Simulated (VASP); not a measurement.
# ZrB2 (I4/mmm) in VASP: relaxation of cell and atoms with PBE

Aim: the relaxation of cell and atoms of ZrB2 with PBE.

Everything below comes from runs of VASP 6.6.1. Logs are shortened: lines on timing, memory, paths and dates and some standing lists are left out, and cuts for length are marked.

### 1 The cell of the first run

Symmetry: I4/mmm, No. 139, tetragonal system. The conventional cell has a = 4.166 Å, b = 4.166 Å, c = 7.531 Å, α = 90.00°, β = 90.00°, γ = 90.00°. Within 3.5 Å of Zr (site symmetry 4mm) lie 12 B at 2.64 to 2.67 Å and 5 Zr at 2.88 to 3.08 Å. B (site symmetry m2m) has 3 B at 1.67 to 1.76 Å within 2.2 Å.

### 2 Relaxation of cell and atoms, PBE

INCAR

```
  PREC = Accurate
  ENCUT = 600
  EDIFF = 1E-6
  ISMEAR = 0
  SIGMA = 0.1
  LREAL = False
  LASPH = True
  NELM = 100
  ALGO = Normal
  ISIF = 3
  LWAVE = False
  LCHARG = False
  GGA = PE
  IBRION = 2
  NSW = 100
  EDIFFG = -0.01
```

KPOINTS

```
regular mesh
0
Gamma
  12 12 12
```

POSCAR

```
ZrB2
1.0
   -2.0830835166      2.0830835166      3.7653344090
    2.0830835166     -2.0830835166      3.7653344090
    2.0830835166      2.0830835166     -3.7653344090
Zr B
2 4
Direct
    0.1913496829      0.1913496829      0.0000000000
    0.8086503171      0.8086503171      0.0000000000
    0.5000000000      0.2009638295      0.7009638295
    0.5000000000      0.7990361705      0.2990361705
    0.7990361705      0.5000000000      0.2990361705
    0.2009638295      0.5000000000      0.7009638295
```

Potentials or basis: VASP PAW PBE potentials, release 64 (Zr_sv, B).

On the command line:

```
cat potpaw_PBE.64/Zr_sv/POTCAR potpaw_PBE.64/B/POTCAR > POTCAR
mpirun -np 1 vasp_std > vasp.out
```

OUTCAR:

```text
PREC = Accurate
   ENCUT = 600
   EDIFF = 1E-6
   ISMEAR = 0
   LREAL = False
   LASPH = True
   NELM = 100
   ISIF = 3
   GGA = PE
   IBRION = 2
   NSW = 100
   EDIFFG = -0.01

 ion  position               nearest neighbor table
   1  0.191  0.191  0.000-   5 2.64   4 2.64   3 2.64   6 2.64   5 2.67   4 2.67   5 2.67   6 2.67
                             6 2.67   3 2.67   3 2.67   4 2.67   2 2.88   2 3.08   2 3.08   2 3.08
   2  0.809  0.809  0.000-   4 2.64   5 2.64   3 2.64   6 2.64   3 2.67   6 2.67   5 2.67   6 2.67
                             4 2.67   5 2.67   3 2.67   4 2.67   1 2.88   1 3.08   1 3.08   1 3.08
   3  0.500  0.201  0.701-   4 1.67   5 1.76   6 1.76   2 2.64   1 2.64   2 2.67   2 2.67   1 2.67
                             1 2.67
   4  0.500  0.799  0.299-   3 1.67   5 1.76   6 1.76   2 2.64   1 2.64   1 2.67   1 2.67   2 2.67
                             2 2.67
   5  0.799  0.500  0.299-   6 1.67   4 1.76   3 1.76   2 2.64   1 2.64   1 2.67   1 2.67   2 2.67
                             2 2.67
   6  0.201  0.500  0.701-   5 1.67   3 1.76   4 1.76   2 2.64   1 2.64   2 2.67   2 2.67   1 2.67
                             1 2.67

  LATTYP: Found a body centered tetragonal cell.
 ALAT       =     4.1661670332
 C/A-ratio  =     1.8075772666

  Lattice vectors:

 A1 = (  -2.0830835166,   2.0830835166,   3.7653344090)
 A2 = (   2.0830835166,  -2.0830835166,   3.7653344090)
 A3 = (   2.0830835166,   2.0830835166,  -3.7653344090)

Analysis of symmetry for initial positions (statically):
=====================================================================
 Subroutine PRICEL returns:
 Original cell was already a primitive cell.

 Routine SETGRP: Setting up the symmetry group for a
 body centered tetragonal supercell.

 Subroutine GETGRP returns: Found 16 space group operations
 (whereof 16 operations were pure point group operations)
 out of a pool of 16 trial point group operations.

The static configuration has the point symmetry D_4h.

Analysis of symmetry for dynamics (positions and initial velocities):
=====================================================================
 Subroutine PRICEL returns:
 Original cell was already a primitive cell.

 Routine SETGRP: Setting up the symmetry group for a
 body centered tetragonal supercell.

 Subroutine GETGRP returns: Found 16 space group operations
 (whereof 16 operations were pure point group operations)
 out of a pool of 16 trial point group operations.

The dynamic configuration has the point symmetry D_4h.

 Subroutine INISYM returns: Found 16 space group operations
 (whereof 16 operations are pure point group operations),
 and found     1 'primitive' translations

----------------------------------------------------------------------------------------

                                     Primitive cell

  volume of cell :      65.3547

  direct lattice vectors                    reciprocal lattice vectors
    -2.083083517  2.083083517  3.765334409     0.000000000  0.240028782  0.132790330
     2.083083517 -2.083083517  3.765334409     0.240028782  0.000000000  0.132790330
     2.083083517  2.083083517 -3.765334409     0.240028782  0.240028782  0.000000000

  length of vectors
     4.780817617  4.780817617  4.780817617     0.274312027  0.274312027  0.339451959

  position of ions in fractional coordinates (direct lattice)
     0.191349683  0.191349683  0.000000000
     0.808650317  0.808650317  0.000000000
     0.500000000  0.200963829  0.700963829
     0.500000000  0.799036171  0.299036171
     0.799036171  0.500000000  0.299036171
     0.200963829  0.500000000  0.700963829

  ion indices of the primitive-cell ions
   primitive index   ion index
                 1           1
                 2           2
                 3           3
                 4           4
                 5           5
                 6           6

----------------------------------------------------------------------------------------

 KPOINTS: regular mesh

Automatic generation of k-mesh.
 Grid dimensions read from file:
 generate k-points for:   12   12   12

 Generating k-lattice:

  Cartesian coordinates                     Fractional coordinates (reciprocal lattice)
     0.000000000  0.020002399  0.011065861     0.083333333  0.000000000 -0.000000000
     0.020002399  0.000000000  0.011065861     0.000000000  0.083333333 -0.000000000
     0.020002399  0.020002399  0.000000000     0.000000000  0.000000000  0.083333333

  Length of vectors
     0.022859336  0.022859336  0.028287663

  Shift w.r.t. Gamma in fractional coordinates (k-lattice)
     0.000000000  0.000000000  0.000000000

 Subroutine IBZKPT returns following result:
 ===========================================

 Found    163 irreducible k-points:

 Following reciprocal coordinates:
            Coordinates               Weight
  0.000000  0.000000  0.000000      1.000000
  0.083333 -0.000000  0.000000      8.000000
  0.166667 -0.000000  0.000000      8.000000
  0.250000  0.000000  0.000000      8.000000
  0.333333 -0.000000  0.000000      8.000000
  0.416667 -0.000000  0.000000      8.000000
[... 16 lines left out ...]
  0.500000  0.166667  0.000000     16.000000
 -0.416667  0.166667 -0.000000     16.000000
 [... further k-points ...]
   k-points           NKPTS =    163   k-points in BZ     NKDIM =    163   number of bands    NBANDS=     22
   number of dos      NEDOS =    301   number of ions     NIONS =      6
   total plane-waves  NPLWV =  64000
   dimension x,y,z NGX =    40 NGY =   40 NGZ =   40
   dimension x,y,z NGXF=    80 NGYF=   80 NGZF=   80
   ions per type =               2   4
   NGX,Y,Z   is equivalent  to a cutoff of  13.91, 13.91, 13.91 a.u.
   NGXF,Y,Z  is equivalent  to a cutoff of  27.82, 27.82, 27.82 a.u.
 SYSTEM =  unknown system
   PREC   = accura    normal or accurate (medium, high low for compatibility)
   ISTART =      0    job   : 0-new  1-cont  2-samecut
   ICHARG =      2    charge: 1-file 2-atom 10-const
   ISPIN  =      1    spin polarized calculation?
   LNONCOLLINEAR =      F non collinear calculations
   LSORBIT =      F    spin-orbit coupling
   LASPH  =      T    aspherical Exc in radial PAW
   ENCUT  =  600.0 eV  44.10 Ry    6.64 a.u.   9.55  9.55  9.55*2*pi/ulx,y,z
   NELM   =    100;   NELMIN=  2; NELMDL= -5     # of ELM steps
   EDIFF  = 0.1E-05   stopping-criterion for ELM
   LREAL  =      F    real-space projection
   EDIFFG = -.1E-01   stopping-criterion for IOM
   NSW    =    100    number of steps for IOM
   IBRION =      2    ionic relax: 0-MD 1-quasi-New 2-CG
   NFREE  =      1    steps in history (QN), initial steepest desc. (CG)
   ISIF   =      3    stress and relaxation
   ISYM   =      2    0-nonsym 1-usesym 2-fastsym
   POTIM  = 0.5000    time-step for ionic-motion
   TEBEG  =    0.0;   TEEND  =   0.0 temperature during run
   PSTRESS=    0.0 pullay stress
   NELECT =      36.0000    total number of electrons
   NUPDOWN=      -1.0000    fix difference up-down
   EMIN   =  10.00;   EMAX   =-10.00  energy-range for DOS
   EFERMI =   0.00;   METHOD = LEGACY
   ISMEAR =     0;   SIGMA  =   0.10  broadening in eV -4-tet -1-fermi 0-gaus
   EFERMI_NEDOS =   21; number of points for ismear=-14 and -15
   IALGO  =     38    algorithm
   IMIX   =      4    mixing-type and parameters
     AMIX     =   0.40;   BMIX     =  1.00
     AMIX_MAG =   1.60;   BMIX_MAG =  1.00
  volume/ion in A,a.u.               =      10.89        73.51
  Fermi-wavevector in a.u.,A,eV,Ry     =   1.341992  2.535998 24.503322  1.800943
  Thomas-Fermi vector in A             =   2.470182
   LORBIT       =      0    0 simple, 1 ext, 2 COOP (PROOUT), +10 PAW based schemes
   GGA     = PE    functional components
   LHFCALC =     F    Hartree Fock is set to
   AEXX    =    0.0000 exact exchange contribution
   IVDW    =     0    specifies the selected vdW correction
   LEPSILON=     F    determine dielectric tensor
   LRPA    =     F    only Hartree local field effects (RPA)
 conjugate gradient relaxation of ions
 non-spin polarized calculation
 Gauss-broadening in eV      SIGMA  =   0.10
  energy-cutoff  :      600.00
  volume of cell :       65.35
 maximum number of plane-waves:      2211
 NGX is ok and might be reduce to    40
   NGX = 19   NGY = 19   NGZ = 19

--------------------------------------- Ionic step        1  -------------------------------------------

 number of electron      36.0000000 magnetization

 Free energy of the ion-electron system (eV)
  ---------------------------------------------------
  ext. energy  EPLUGINS =         0.00000000
  ---------------------------------------------------
  free energy    TOTEN  =       -47.08342065 eV

  energy without entropy =      -47.08031218  energy(sigma->0) =      -47.08186642

------------------------ aborting loop because EDIFF is reached ----------------------------------------

  FORCE on cell =-STRESS in cart. coord.  units (eV):
  Direction    XX          YY          ZZ          XY          YZ          ZX
  --------------------------------------------------------------------------------------
  -------------------------------------------------------------------------------------
  Total       -0.0484386     -0.0484386      0.2071547      0.0000000      0.0000000      0.0000000
  in kB       -1.1874767     -1.1874767      5.0784185      0.0000000      0.0000000      0.0000000
  external PRESSURE =       0.9011550 kB  Pullay stress =       0.0000000 kB
[... 145 lines left out ...]
  energy  without entropy=      -47.0804987638  energy(sigma->0) =      -47.08204548

--------------------------------------- Ionic step        5  -------------------------------------------

 number of electron      36.0000000 magnetization

 Free energy of the ion-electron system (eV)
  ---------------------------------------------------
  ext. energy  EPLUGINS =         0.00000000
  ---------------------------------------------------
  free energy    TOTEN  =       -47.08360542 eV

  energy without entropy =      -47.08052108  energy(sigma->0) =      -47.08206325

 E-fermi :   9.6746     XC(G=0): -12.0870

 val. band max:        9.6684443099   @ k =   0.5000   0.5000   0.4167
 cond. band min:       9.6779865272   @ k =  -0.4167  -0.4167   0.1667
 fundamental gap:      0.0095422173
 Fermi energy:         9.6746291615

 k-point     1 :       0.0000    0.0000    0.0000
  band No.  band energies     occupation
      1     -39.1001      2.00000
      2     -38.8632      2.00000
      3     -17.3966      2.00000
      4     -17.3677      2.00000
      5     -17.3677      2.00000
      6     -16.8657      2.00000
[... 574 lines left out ...]
      6     -17.0214      2.00000
[... 14 lines left out ...]
     21      12.3281      0.00000
     22      12.5475      0.00000

 [... further k-points ...]
[... 5 lines left out ...]
  --------------------------------------------------------------------------------------
  -------------------------------------------------------------------------------------
  Total        0.0106040      0.0106040     -0.0078462      0.0000000      0.0000000      0.0000000
  in kB        0.2598220      0.2598220     -0.1922483      0.0000000      0.0000000      0.0000000
  external PRESSURE =       0.1091319 kB  Pullay stress =       0.0000000 kB
[... 21 lines left out ...]
  FREE ENERGIE OF THE ION-ELECTRON SYSTEM (eV)
  ---------------------------------------------------
  free  energy   TOTEN  =       -47.0836054187 eV

  energy  without entropy=      -47.0805210773  energy(sigma->0) =      -47.08206325

 reached required accuracy - stopping structural energy minimisation
```

Wall time 17 min (1 thread of Oxide Virtual Turin-like, shared host); peak memory 0.39 GiB.

What came out:

```
Free energy                            : -47.0836 eV
Relaxed volume                         : 10.90 Å³/atom
Relaxed cell                           : a = 4.784 Å, b = 4.784 Å, c = 4.784 Å, α = 128.40°, β = 128.40°, γ = 75.97°
Space group after relaxing (to 0.05 Å) : I4/mmm (No. 139)
Energy gained by relaxing              : 0.0 meV/atom
Ionic steps                            : 5
Pressure after relaxing                : 0.0 GPa
Largest force after relaxing           : 0.009 eV/Å
Band gap on the k mesh                 : zero (band 18 reaches 10.44 eV, above the bottom of band 19 at 9.31 eV)
```

Forces on the atoms (eV/Å):
```
Zr   0.000  0.000 -0.003
Zr   0.000  0.000  0.003
B   -0.009  0.000  0.000
B    0.009  0.000  0.000
B    0.000  0.009  0.000
B    0.000 -0.009  0.000
```

Step by step:
```tsv
step	energy change (eV)	largest force (eV/Å)	pressure (GPa)	volume (Å³)
1	0.0000	0.0214	0.09	65.35
2	-0.0001	0.0286	-0.06	65.41
3	-0.0002	0.0137	-0.02	65.40
4	-0.0002	0.0130	-0.02	65.40
5	-0.0002	0.0090	0.01	65.39
```

Final structure:
```xyz
6
Lattice="-2.0821 2.0821 3.7708 2.0821 -2.0821 3.7708 2.0821 2.0821 -3.7708" Properties=species:S:1:pos:R:3 pbc="T T T"
Zr    0.0000    0.0000    1.4422
Zr    0.0000    0.0000    6.0994
B     0.8366    2.0821    0.0000
B     1.2455    0.0000    3.7708
B     0.0000    1.2455    3.7708
B     2.0821    0.8366    0.0000
```

Levels at points of the mesh, in eV from the Fermi level:
| k point | band 16 | band 17 | band 18 | band 19 | band 20 | band 21 |
| --- | --- | --- | --- | --- | --- | --- |
| (0.00, 0.00, 0.00) | -3.38 | -0.94 | 0.77 | 0.77 | 3.07 | 3.77 |
| (0.50, 0.00, 0.00) | -2.81 | -1.22 | -0.58 | 2.02 | 2.46 | 2.58 |
| (0.50, 0.50, 0.00) | -0.98 | -0.67 | -0.51 | 0.53 | 0.91 | 1.05 |
| (0.50, 0.50, 0.50) | -0.81 | -0.35 | -0.35 | -0.16 | -0.16 | 0.65 |
